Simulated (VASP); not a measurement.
MgO:

```
Mg O
1.0
     4.25359   -4.25359    4.25359
    -4.25359    4.25359    4.25359
    -4.25359   -4.25359   -4.25359
Mg O
16 16
Cartesian
  -2.1631 2.1363 4.1906
  -4.2617 -2.0869 2.1324
  -2.0780 -2.0336 4.2631
  -4.2107 -4.2794 -4.2920
  -2.1219 -4.3000 -2.1351
  -4.2486 2.1780 2.1870
  2.1739 -2.1940 4.2826
  -0.0046 -4.2466 0.0087
  2.0991 -4.2978 2.0683
  -4.2814 -2.1199 -2.0722
  -0.0176 -0.0318 4.3148
  -2.0816 -2.0774 0.1078
  -2.1181 -4.2296 2.0940
  -0.0229 -2.1311 2.0996
  -4.2881 0.0656 0.0876
  -2.2055 0.0483 2.1168
  0.0397 -2.1309 0.0158
  2.0799 -2.0823 2.0876
  0.0002 -6.4017 0.0174
  -2.0264 -0.0132 0.0377
  0.0391 -0.0399 2.1952
  -2.1055 -2.1320 -2.1009
  -0.0108 -2.0895 4.2563
  -2.1808 -4.2196 0.0103
  0.0001 -4.2538 2.1425
  -2.1295 2.1139 2.1174
  -2.1016 0.0740 4.2839
  -4.3176 -2.1361 -0.0133
  -0.0290 -0.0002 6.3989
  -2.1628 -2.0526 2.1212
  -6.4090 0.0286 -0.0332
  -4.2397 0.0143 2.1263
```

```yaml
Program: VASP 6.6.1
Task: relaxation of the atoms
Functional: PBE
Potentials_or_basis: VASP PAW PBE potentials, release 64 (Mg, O)
Cutoff: 520 eV
k_mesh: 2 × 2 × 2, shifted
Occupations: gaussian, width 0.02 eV
Spin: no spin polarisation
```

At the start: pressure 0.2 GPa; volume 9.62 Å³/atom.

Task: Where does the relaxation end?

Result: Over 8 steps the energy falls by 24.9 meV/atom at a fixed cell; space group P1 (No. 1, to 0.1 Å) before, Fm-3m (No. 225, to 0.1 Å).

The path:
```csv
step,energy change (eV),largest force (eV/Å),pressure (GPa)
1,0.0000,1.4393,0.20
2,-0.6351,0.4962,-0.49
3,-0.6601,0.5308,-0.54
4,-0.7655,0.2658,-0.67
5,-0.7825,0.1647,-0.69
6,-0.7935,0.0996,-0.71
7,-0.7966,0.0741,-0.72
8,-0.7980,0.0244,-0.72
```

Final structure:
```cif
data_structure
_symmetry_space_group_name_H-M 'P 1'
_symmetry_Int_Tables_number 1
_cell_length_a 7.3674
_cell_length_b 7.3674
_cell_length_c 7.3674
_cell_angle_alpha 109.471
_cell_angle_beta 109.471
_cell_angle_gamma 109.471
_cell_volume 307.84
loop_
_atom_site_label
_atom_site_type_symbol
_atom_site_fract_x
_atom_site_fract_y
_atom_site_fract_z
_atom_site_occupancy
Mg1 Mg 0.25002 0.75160 0.99920 1
Mg2 Mg 0.49946 0.75150 0.74900 1
Mg3 Mg 0.74958 0.75146 0.49903 1
Mg4 Mg 0.99974 0.00121 0.99865 1
Mg5 Mg 0.24991 0.00179 0.74891 1
Mg6 Mg 0.99991 0.75153 0.24926 1
Mg7 Mg 0.75015 0.25171 0.99897 1
Mg8 Mg 0.49985 0.00162 0.49894 1
Mg9 Mg 0.74975 0.00142 0.24891 1
Mg10 Mg 0.99991 0.25166 0.74890 1
Mg11 Mg 0.50014 0.50155 0.99898 1
Mg12 Mg 0.24953 0.25147 0.49841 1
Mg13 Mg 0.74968 0.50133 0.74898 1
Mg14 Mg 0.49970 0.25129 0.24850 1
Mg15 Mg 0.99984 0.50186 0.49928 1
Mg16 Mg 0.24996 0.50140 0.24905 1
O1 O 0.24957 0.00139 0.24862 1
O2 O 0.50003 0.00160 0.99913 1
O3 O 0.74985 0.00150 0.74912 1
O4 O 0.99981 0.25172 0.24896 1
O5 O 0.24989 0.25142 0.99865 1
O6 O 0.99960 0.00172 0.49873 1
O7 O 0.74991 0.50160 0.24903 1
O8 O 0.50001 0.25156 0.74882 1
O9 O 0.74980 0.25161 0.49905 1
O10 O 0.00021 0.50149 0.99912 1
O11 O 0.49989 0.75147 0.24914 1
O12 O 0.24981 0.50153 0.74884 1
O13 O 0.74985 0.75136 0.99902 1
O14 O 0.49947 0.50115 0.49877 1
O15 O 0.99967 0.75153 0.74897 1
O16 O 0.24980 0.75174 0.49917 1
```
